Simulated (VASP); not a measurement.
# BN (P6_3mc) in VASP: further runs

Runs on BN. Level: r2SCAN. Tasks: single point.

Program: VASP 6.6.1. These are calculated values, not measurements. Logs are shortened: lines on timing, memory, paths and dates and some standing lists are left out, and cuts for length are marked.

### 1 The cell of the first run

The structure is hexagonal, space group P6_3mc (No. 186). The conventional cell has a = 2.544 Å, b = 2.544 Å, c = 4.208 Å, α = 90.00°, β = 90.00°, γ = 120.00°. Within 2.1 Å of B (site symmetry 3m) lie 4 N at 1.56 to 1.58 Å. Within 2.1 Å of N (site symmetry 3m) lie 4 B at 1.56 to 1.58 Å.

### 2 Single point, r2SCAN

POSCAR

```
BN
1.0
    2.5439493114      0.0000000000      0.0000000000
   -1.2719746557      2.2031247296      0.0000000000
    0.0000000000      0.0000000000      4.2078167820
B N
2 2
Direct
    0.6666666667      0.3333333333      0.0002035746
    0.3333333333      0.6666666667      0.5002035746
    0.6666666667      0.3333333333      0.3747964254
    0.3333333333      0.6666666667      0.8747964254
```

INCAR.step1

```
SYSTEM = BN
PREC = Accurate
ENCUT = 520
ISMEAR = 0
SIGMA = 0.01
LREAL = .FALSE.
LASPH = .TRUE.
NELM = 80
NBANDS = 16
GGA = PE
ALGO = Normal
EDIFF = 1E-4
LWAVE = .TRUE.
LCHARG = .FALSE.
```

INCAR.step2

```
SYSTEM = BN
PREC = Accurate
ENCUT = 520
EDIFF = 1E-6
ISMEAR = 0
SIGMA = 0.01
LREAL = .FALSE.
LASPH = .TRUE.
NELM = 80
ALGO = Normal
ISIF = 2
LWAVE = .FALSE.
LCHARG = .TRUE.
METAGGA = R2SCAN
LMIXTAU = .TRUE.
LELF = .TRUE.
LVHAR = .TRUE.
NBANDS = 16
ISTART = 1
```

KPOINTS

```
regular mesh
0
G
  9 9 6
  0 0 0
```

Potentials or basis: VASP PAW PBE potentials, release 64 (B, N).

Command:

```bash
$ cat potpaw_PBE.64/B/POTCAR potpaw_PBE.64/N/POTCAR > POTCAR
$ cp INCAR.step1 INCAR
$ mpirun -np 1 vasp_std > vasp.out
$ cp INCAR.step2 INCAR
$ mpirun -np 1 vasp_std > vasp.out
```

OUTCAR:

```text
SYSTEM = BN
   PREC = Accurate
   ENCUT = 520
   EDIFF = 1E-6
   ISMEAR = 0
   LREAL = .FALSE.
   LASPH = .TRUE.
   NELM = 80
   ISIF = 2
   METAGGA = R2SCAN
   ISTART = 1

 ion  position               nearest neighbor table
   1  0.667  0.333  0.000-   4 1.56   4 1.56   4 1.56   3 1.58
   2  0.333  0.667  0.500-   3 1.56   3 1.56   3 1.56   4 1.58
   3  0.667  0.333  0.375-   2 1.56   2 1.56   2 1.56   1 1.58
   4  0.333  0.667  0.875-   1 1.56   1 1.56   1 1.56   2 1.58

  LATTYP: Found a hexagonal cell.
 ALAT       =     2.5439493114
 C/A-ratio  =     1.6540489872

  Lattice vectors:

 A1 = (   2.5439493114,   0.0000000000,   0.0000000000)
 A2 = (  -1.2719746557,   2.2031247296,   0.0000000000)
 A3 = (   0.0000000000,   0.0000000000,   4.2078167820)

Analysis of symmetry for initial positions (statically):
=====================================================================
 Subroutine PRICEL returns:
 Original cell was already a primitive cell.

 Routine SETGRP: Setting up the symmetry group for a
 hexagonal supercell.

 Subroutine GETGRP returns: Found 12 space group operations
 (whereof  6 operations were pure point group operations)
 out of a pool of 24 trial point group operations.

The static configuration has the point symmetry C_3v.
 The point group associated with its full space group is C_6v.

Analysis of symmetry for dynamics (positions and initial velocities):
=====================================================================
 Subroutine PRICEL returns:
 Original cell was already a primitive cell.

 Routine SETGRP: Setting up the symmetry group for a
 hexagonal supercell.

 Subroutine GETGRP returns: Found 12 space group operations
 (whereof  6 operations were pure point group operations)
 out of a pool of 24 trial point group operations.

The dynamic configuration has the point symmetry C_3v.
 The point group associated with its full space group is C_6v.

 Subroutine INISYM returns: Found 12 space group operations
 (whereof  6 operations are pure point group operations),
 and found     1 'primitive' translations

----------------------------------------------------------------------------------------

                                     Primitive cell

  volume of cell :      23.5833

  direct lattice vectors                    reciprocal lattice vectors
     2.543949311  0.000000000  0.000000000     0.393089593  0.226950382  0.000000000
    -1.271974656  2.203124730  0.000000000     0.000000000  0.453900765  0.000000000
     0.000000000  0.000000000  4.207816782     0.000000000  0.000000000  0.237652933

  length of vectors
[... 92 lines left out ...]
   ISIF   =      2    stress and relaxation
   ISYM   =      2    0-nonsym 1-usesym 2-fastsym
   POTIM  = 0.5000    time-step for ionic-motion
   TEBEG  =    0.0;   TEEND  =   0.0 temperature during run
   PSTRESS=    0.0 pullay stress
   NELECT =      16.0000    total number of electrons
   NUPDOWN=      -1.0000    fix difference up-down
   EMIN   =  10.00;   EMAX   =-10.00  energy-range for DOS
   EFERMI =   0.00;   METHOD = LEGACY
   ISMEAR =     0;   SIGMA  =   0.01  broadening in eV -4-tet -1-fermi 0-gaus
   EFERMI_NEDOS =   21; number of points for ismear=-14 and -15
   IALGO  =     38    algorithm
   IMIX   =      4    mixing-type and parameters
     AMIX     =   0.40;   BMIX     =  1.00
     AMIX_MAG =   1.60;   BMIX_MAG =  1.00
  volume/ion in A,a.u.               =       5.90        39.79
  Fermi-wavevector in a.u.,A,eV,Ry     =   1.438512  2.718393 28.154749  2.069316
  Thomas-Fermi vector in A             =   2.557470
   LORBIT       =      0    0 simple, 1 ext, 2 COOP (PROOUT), +10 PAW based schemes
   METAGGA = R2SCAN    functional components
   LHFCALC =     F    Hartree Fock is set to
   AEXX    =    0.0000 exact exchange contribution
   IVDW    =     0    specifies the selected vdW correction
   LEPSILON=     F    determine dielectric tensor
   LRPA    =     F    only Hartree local field effects (RPA)
 non-spin polarized calculation
 Gauss-broadening in eV      SIGMA  =   0.01
  energy-cutoff  :      520.00
  volume of cell :       23.58
 maximum number of plane-waves:       652
 NGX is ok and might be reduce to    20
   NGX =  9   NGY =  9   NGZ = 15

 number of electron      16.0000000 magnetization

 Free energy of the ion-electron system (eV)
  ---------------------------------------------------
  ext. energy  EPLUGINS =         0.00000000
  ---------------------------------------------------
  free energy    TOTEN  =       -38.26613416 eV

  energy without entropy =      -38.26613416  energy(sigma->0) =      -38.26613416

 E-fermi :   7.5356     XC(G=0): -13.6454

 val. band max:        7.4268527435   @ k =   0.0000   0.0000   0.0000
 cond. band min:      13.1451020515   @ k =   0.3333   0.3333   0.0000
 fundamental gap:      5.7182493080
 Fermi energy:         7.5355911607

 k-point     1 :       0.0000    0.0000    0.0000
  band No.  band energies     occupation
      1     -14.0657      2.00000
      2      -9.8251      2.00000
      3      -3.9045      2.00000
      4       5.2170      2.00000
      5       5.2170      2.00000
      6       7.1562      2.00000
[... 433 lines left out ...]
      3      -1.9338      2.00000
      4      -0.7523      2.00000
      5      -0.7523      2.00000
      6       1.3743      2.00000
[... 8 lines left out ...]
     15      24.6445      0.00000
     16      24.6445      0.00000

 [... further k-points ...]

------------------------ aborting loop because EDIFF is reached ----------------------------------------

  FORCE on cell =-STRESS in cart. coord.  units (eV):
  Direction    XX          YY          ZZ          XY          YZ          ZX
  --------------------------------------------------------------------------------------
  -------------------------------------------------------------------------------------
  Total        0.1657261      0.1657261      0.1610663      0.0000000     -0.0000000      0.0000000
  in kB       11.2589320     11.2589320     10.9423590      0.0000000     -0.0000000      0.0000000
  external PRESSURE =      11.1534077 kB  Pullay stress =       0.0000000 kB

 VOLUME and BASIS-vectors are now :
 -----------------------------------------------------------------------------
  energy-cutoff  :      520.00
  volume of cell :       23.58
      direct lattice vectors                 reciprocal lattice vectors
     2.543949311  0.000000000  0.000000000     0.393089593  0.226950382  0.000000000
    -1.271974656  2.203124730  0.000000000     0.000000000  0.453900765  0.000000000
     0.000000000  0.000000000  4.207816782     0.000000000  0.000000000  0.237652933

 POSITION                                       TOTAL-FORCE (eV/Angst)
 -----------------------------------------------------------------------------------
      1.27197      0.73437      0.00086        -0.000000      0.000000      0.002394
     -0.00000      1.46875      2.10476         0.000000      0.000000      0.002394
      1.27197      0.73437      1.57707         0.000000     -0.000000     -0.002394
     -0.00000      1.46875      3.68098        -0.000000      0.000000     -0.002394
 -----------------------------------------------------------------------------------
    total drift:                               -0.000000     -0.000000     -0.002257

  FREE ENERGIE OF THE ION-ELECTRON SYSTEM (eV)
  ---------------------------------------------------
  free  energy   TOTEN  =       -38.2661341592 eV

  energy  without entropy=      -38.2661341592  energy(sigma->0) =      -38.26613416
```

OSZICAR.step1:

```text
N       E                     dE             d eps       ncg     rms          rms(c)
DAV:   1     0.359464258652E+02    0.35946E+02   -0.82538E+03  1536   0.973E+02
DAV:   2    -0.345890774918E+02   -0.70536E+02   -0.66052E+02  2272   0.227E+02
DAV:   3    -0.367728715616E+02   -0.21838E+01   -0.21793E+01  1680   0.361E+01
DAV:   4    -0.367779072720E+02   -0.50357E-02   -0.50349E-02  1944   0.198E+00
DAV:   5    -0.367779211980E+02   -0.13926E-04   -0.13926E-04  1560   0.960E-02    0.951E+00
DAV:   6    -0.349944711220E+02    0.17835E+01   -0.22333E+00  1920   0.136E+01    0.452E+00
DAV:   7    -0.348561413938E+02    0.13833E+00   -0.32374E-01  1936   0.458E+00    0.275E+00
DAV:   8    -0.348284608864E+02    0.27681E-01   -0.53399E-02  1800   0.188E+00    0.258E-01
DAV:   9    -0.348272575377E+02    0.12033E-02   -0.19055E-03  1752   0.521E-01    0.135E-01
DAV:  10    -0.348275311609E+02   -0.27362E-03   -0.47974E-04  1808   0.171E-01    0.253E-02
DAV:  11    -0.348275378011E+02   -0.66402E-05   -0.29088E-05   912   0.551E-02
   1 F= -.34827538E+02 E0= -.34827538E+02  d E =-.191887E-11
```

Wall time 56 s (1 thread of Intel Xeon 6975P-C (Granite Rapids), shared host); peak memory 0.14 GiB.

What came out:

* Free energy: -38.2661 eV
* Pressure: 1.1 GPa
* Band gap on the k mesh: 5.72 eV (least direct gap 8.97 eV)

Forces on the atoms (eV/Å):
```
B    0.000  0.000  0.002
B    0.000  0.000  0.002
N    0.000  0.000 -0.002
N    0.000  0.000 -0.002
```

Levels at points of the mesh, in eV from the valence-band top:
```csv
k point,band 4,band 5,band 6,band 7,band 8,band 9,band 10,band 11,band 12,band 13
"(0.00, 0.00, 0.00)",-2.21,-2.21,-0.27,0.00,0.00,9.08,9.08,9.31,10.22,11.55
"(0.00, 0.00, 0.50)",-5.97,-1.22,-1.22,-1.22,-1.22,10.25,10.25,10.69,10.69,10.69
```

Caveat: the PAW data sets were made with another functional, which shifts forces and pressure a little; an odd mesh through Γ misses points on the zone boundary, where band edges can lie.

### 3 Single point, r2SCAN (6.07 Å³/atom)

This run uses another cell than the first one, of 6.07 Å³/atom.

POSCAR

```
BN
1.0
    2.5691385665      0.0000000000      0.0000000000
   -1.2845692832      2.2249392645      0.0000000000
    0.0000000000      0.0000000000      4.2494810440
B N
2 2
Direct
    0.6666666667      0.3333333333      0.0002035746
    0.3333333333      0.6666666667      0.5002035746
    0.6666666667      0.3333333333      0.3747964254
    0.3333333333      0.6666666667      0.8747964254
```

INCAR.step1

```
SYSTEM = BN
ALGO = Normal
EDIFF = 1E-4
ENCUT = 520
GGA = PE
ISMEAR = 0
LASPH = .TRUE.
LCHARG = .FALSE.
LREAL = .FALSE.
LWAVE = .TRUE.
NBANDS = 16
NELM = 80
PREC = Accurate
SIGMA = 0.01
```

INCAR.step2

```
SYSTEM = BN
ALGO = Normal
EDIFF = 1E-6
ENCUT = 520
ISIF = 2
ISMEAR = 0
ISTART = 1
LASPH = .TRUE.
LCHARG = .TRUE.
LELF = .TRUE.
LMIXTAU = .TRUE.
LREAL = .FALSE.
LVHAR = .TRUE.
LWAVE = .FALSE.
METAGGA = R2SCAN
NBANDS = 16
NELM = 80
PREC = Accurate
SIGMA = 0.01
```

KPOINTS

```
k-points
0
G
  9 9 6
  0 0 0
```

Potentials or basis: VASP PAW PBE potentials, release 64 (B, N).

Command:

```bash
$ cat potpaw_PBE.64/B/POTCAR potpaw_PBE.64/N/POTCAR > POTCAR
$ cp INCAR.step1 INCAR
$ mpirun -np 1 vasp_std > vasp.out
$ cp INCAR.step2 INCAR
$ mpirun -np 1 vasp_std > vasp.out
```

OUTCAR:

```text
SYSTEM = BN
   EDIFF = 1E-6
   ENCUT = 520
   ISIF = 2
   ISMEAR = 0
   ISTART = 1
   LASPH = .TRUE.
   LREAL = .FALSE.
   METAGGA = R2SCAN
   NELM = 80
   PREC = Accurate

 ion  position               nearest neighbor table
   1  0.667  0.333  0.000-   4 1.58   4 1.58   4 1.58   3 1.59
   2  0.333  0.667  0.500-   3 1.58   3 1.58   3 1.58   4 1.59
   3  0.667  0.333  0.375-   2 1.58   2 1.58   2 1.58   1 1.59
   4  0.333  0.667  0.875-   1 1.58   1 1.58   1 1.58   2 1.59

  LATTYP: Found a hexagonal cell.
 ALAT       =     2.5691385665
 C/A-ratio  =     1.6540489872

  Lattice vectors:

 A1 = (   2.5691385665,   0.0000000000,   0.0000000000)
 A2 = (  -1.2845692832,   2.2249392645,   0.0000000000)
 A3 = (   0.0000000000,   0.0000000000,   4.2494810440)

Analysis of symmetry for initial positions (statically):
=====================================================================
 Subroutine PRICEL returns:
 Original cell was already a primitive cell.

 Routine SETGRP: Setting up the symmetry group for a
 hexagonal supercell.

 Subroutine GETGRP returns: Found 12 space group operations
 (whereof  6 operations were pure point group operations)
 out of a pool of 24 trial point group operations.

The static configuration has the point symmetry C_3v.
 The point group associated with its full space group is C_6v.

Analysis of symmetry for dynamics (positions and initial velocities):
=====================================================================
 Subroutine PRICEL returns:
 Original cell was already a primitive cell.

 Routine SETGRP: Setting up the symmetry group for a
 hexagonal supercell.

 Subroutine GETGRP returns: Found 12 space group operations
 (whereof  6 operations were pure point group operations)
 out of a pool of 24 trial point group operations.

The dynamic configuration has the point symmetry C_3v.
 The point group associated with its full space group is C_6v.

[... 124 lines left out ...]
  Fermi-wavevector in a.u.,A,eV,Ry     =   1.424408  2.691740 27.605366  2.028937
  Thomas-Fermi vector in A             =   2.544902
   LORBIT       =      0    0 simple, 1 ext, 2 COOP (PROOUT), +10 PAW based schemes
   METAGGA = R2SCAN    functional components
   LHFCALC =     F    Hartree Fock is set to
   AEXX    =    0.0000 exact exchange contribution
   IVDW    =     0    specifies the selected vdW correction
   LEPSILON=     F    determine dielectric tensor
   LRPA    =     F    only Hartree local field effects (RPA)
 non-spin polarized calculation
 Gauss-broadening in eV      SIGMA  =   0.01
  energy-cutoff  :      520.00
  volume of cell :       24.29
 maximum number of plane-waves:       664
 NGX is ok and might be reduce to    20
   NGX =  9   NGY =  9   NGZ = 15

 number of electron      16.0000000 magnetization

 Free energy of the ion-electron system (eV)
  ---------------------------------------------------
  ext. energy  EPLUGINS =         0.00000000
  ---------------------------------------------------
  free energy    TOTEN  =       -38.24774518 eV

  energy without entropy =      -38.24774518  energy(sigma->0) =      -38.24774518

 E-fermi :   7.2228     XC(G=0): -13.4894

 val. band max:        7.0605586571   @ k =   0.0000   0.0000   0.0000
 cond. band min:      12.8168973178   @ k =   0.3333   0.3333   0.0000
 fundamental gap:      5.7563386607
 Fermi energy:         7.2227708112

 k-point     1 :       0.0000    0.0000    0.0000
  band No.  band energies     occupation
      1     -14.0857      2.00000
      2      -9.9854      2.00000
      3      -3.9861      2.00000
      4       4.9154      2.00000
      5       4.9154      2.00000
      6       6.7999      2.00000
[... 433 lines left out ...]
      3      -2.0145      2.00000
      4      -0.9614      2.00000
      5      -0.9614      2.00000
      6       1.1997      2.00000
[... 8 lines left out ...]
     15      23.8112      0.00000
     16      23.8112      0.00000

 [... further k-points ...]

------------------------ aborting loop because EDIFF is reached ----------------------------------------

  FORCE on cell =-STRESS in cart. coord.  units (eV):
  Direction    XX          YY          ZZ          XY          YZ          ZX
  --------------------------------------------------------------------------------------
  -------------------------------------------------------------------------------------
  Total       -1.5045753     -1.5045753     -1.5270038     -0.0000000      0.0000000      0.0000000
  in kB      -99.2391230    -99.2391230   -100.7184659     -0.0000000      0.0000000      0.0000000
  external PRESSURE =     -99.7322373 kB  Pullay stress =       0.0000000 kB

 VOLUME and BASIS-vectors are now :
 -----------------------------------------------------------------------------
  energy-cutoff  :      520.00
  volume of cell :       24.29
      direct lattice vectors                 reciprocal lattice vectors
     2.569138566  0.000000000  0.000000000     0.389235525  0.224725235  0.000000000
    -1.284569283  2.224939265  0.000000000     0.000000000  0.449450471  0.000000000
     0.000000000  0.000000000  4.249481044     0.000000000  0.000000000  0.235322852

 POSITION                                       TOTAL-FORCE (eV/Angst)
 -----------------------------------------------------------------------------------
      1.28457      0.74165      0.00087         0.000000     -0.000000     -0.020091
     -0.00000      1.48329      2.12561        -0.000000      0.000000     -0.020091
      1.28457      0.74165      1.59269         0.000000     -0.000000      0.020091
     -0.00000      1.48329      3.71743        -0.000000      0.000000      0.020091
 -----------------------------------------------------------------------------------
    total drift:                                0.000000     -0.000000     -0.002361

  FREE ENERGIE OF THE ION-ELECTRON SYSTEM (eV)
  ---------------------------------------------------
  free  energy   TOTEN  =       -38.2477451766 eV

  energy  without entropy=      -38.2477451766  energy(sigma->0) =      -38.24774518
```

OSZICAR.step1:

```text
N       E                     dE             d eps       ncg     rms          rms(c)
DAV:   1     0.361051257044E+02    0.36105E+02   -0.82212E+03  1536   0.966E+02
DAV:   2    -0.344710573644E+02   -0.70576E+02   -0.66510E+02  2240   0.226E+02
DAV:   3    -0.366801443112E+02   -0.22091E+01   -0.22045E+01  1752   0.362E+01
DAV:   4    -0.366855596923E+02   -0.54154E-02   -0.54149E-02  1880   0.205E+00
DAV:   5    -0.366855753931E+02   -0.15701E-04   -0.15701E-04  1624   0.102E-01    0.928E+00
DAV:   6    -0.349722037806E+02    0.17134E+01   -0.22084E+00  1920   0.135E+01    0.438E+00
DAV:   7    -0.348524450043E+02    0.11976E+00   -0.30103E-01  1912   0.442E+00    0.270E+00
DAV:   8    -0.348266298892E+02    0.25815E-01   -0.52361E-02  1792   0.184E+00    0.256E-01
DAV:   9    -0.348253754057E+02    0.12545E-02   -0.18731E-03  1728   0.516E-01    0.128E-01
DAV:  10    -0.348256564259E+02   -0.28102E-03   -0.50596E-04  1816   0.174E-01    0.254E-02
DAV:  11    -0.348256636351E+02   -0.72093E-05   -0.28678E-05   896   0.549E-02
   1 F= -.34825664E+02 E0= -.34825664E+02  d E =-.211612E-46
```

Wall time 53 s (1 thread of Intel Xeon 6975P-C (Granite Rapids), shared host); peak memory 0.14 GiB.

What came out:

* Free energy: -38.2477 eV
* Pressure: -10.0 GPa
* Largest force: 0.020 eV/Å
* Band gap on the k mesh: 5.76 eV (least direct gap 8.81 eV)

Forces on the atoms (eV/Å):
```
B    0.000  0.000 -0.020
B    0.000  0.000 -0.020
N    0.000  0.000  0.020
N    0.000  0.000  0.020
```

Levels at points of the mesh, in eV from the valence-band top:
```csv
k point,band 6,band 7,band 8,band 9,band 10,band 11
"(0.00, 0.00, 0.00)",-0.26,0.00,0.00,8.95,8.95,9.13
"(0.00, 0.00, 0.50)",-1.18,-1.18,-1.18,9.95,9.95,10.52
```

Caveat: the cell stands under tension; the PAW data sets were made with another functional, which shifts forces and pressure a little; an odd mesh through Γ misses points on the zone boundary, where band edges can lie. r2SCAN opens gaps a little over a GGA but as a rule still falls short of measured ones.

(Continued in part 2 of 2.)
